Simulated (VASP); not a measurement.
Input of a VASP 6.6.1 run:

The input POSCAR:

```
NaCl
1.0
    3.4595458397      0.0000000000      0.0000000000
    0.0000000000      3.4595458397      0.0000000000
    0.0000000000      0.0000000000      3.4595458397
Na Cl
1 1
Direct
    0.0000000000      0.0000000000      0.0000000000
    0.5000000000      0.5000000000      0.5000000000
```

The input INCAR.step1:

```
SYSTEM = NaCl
PREC     = Accurate       ! precision mode
ENCUT    = 520            ! plane-wave cutoff, eV
ISMEAR   = 0              ! smearing method
SIGMA    = 0.01           ! smearing width, eV
LREAL    = .False.        ! projectors in reciprocal space
LASPH    = .True.         ! aspherical terms in the spheres
NELM     = 100            ! most SCF steps
NBANDS   = 14             ! bands
GGA      = PE             ! functional
ALGO     = Normal         ! electronic algorithm
EDIFF    = 1E-4           ! SCF threshold, eV
LWAVE    = .True.         ! write WAVECAR
LCHARG   = .False.        ! write CHGCAR
```

Contents of INCAR.step2:

```
SYSTEM = NaCl
PREC     = Accurate       ! precision mode
ENCUT    = 520            ! plane-wave cutoff, eV
EDIFF    = 1E-7           ! SCF threshold, eV
ISMEAR   = 0              ! smearing method
SIGMA    = 0.01           ! smearing width, eV
LREAL    = .False.        ! projectors in reciprocal space
LASPH    = .True.         ! aspherical terms in the spheres
NELM     = 100            ! most SCF steps
ALGO     = Normal         ! electronic algorithm
ISIF     = 2              ! what is computed and relaxed
LWAVE    = .False.        ! write WAVECAR
LCHARG   = .True.         ! write CHGCAR
METAGGA  = R2SCAN         ! meta-GGA
LMIXTAU  = .True.       
LELF     = .True.         ! ELF
LVHAR    = .True.       
NBANDS   = 14             ! bands
ISTART   = 1
```

Contents of KPOINTS:

```
regular mesh
0
Gamma
  6 6 6
  0 0 0
```

Potentials or basis: VASP PAW PBE potentials, release 64 (Na_pv, Cl).

Command:

```console
$ cat potpaw_PBE.64/Na_pv/POTCAR potpaw_PBE.64/Cl/POTCAR > POTCAR
$ cp INCAR.step1 INCAR
$ mpirun -np 1 vasp_std > vasp.out
$ cp INCAR.step2 INCAR
$ mpirun -np 1 vasp_std > vasp.out
```

Task: Estimate the pressure.

Result: -0.3 GPa.

Task: Predict the band gap on the k mesh.

Result: 4.95 eV, indirect (least direct gap 5.49 eV).

Caveat: the PAW data sets were made with another functional, which shifts forces and pressure a little. A k mesh can miss the band edges.
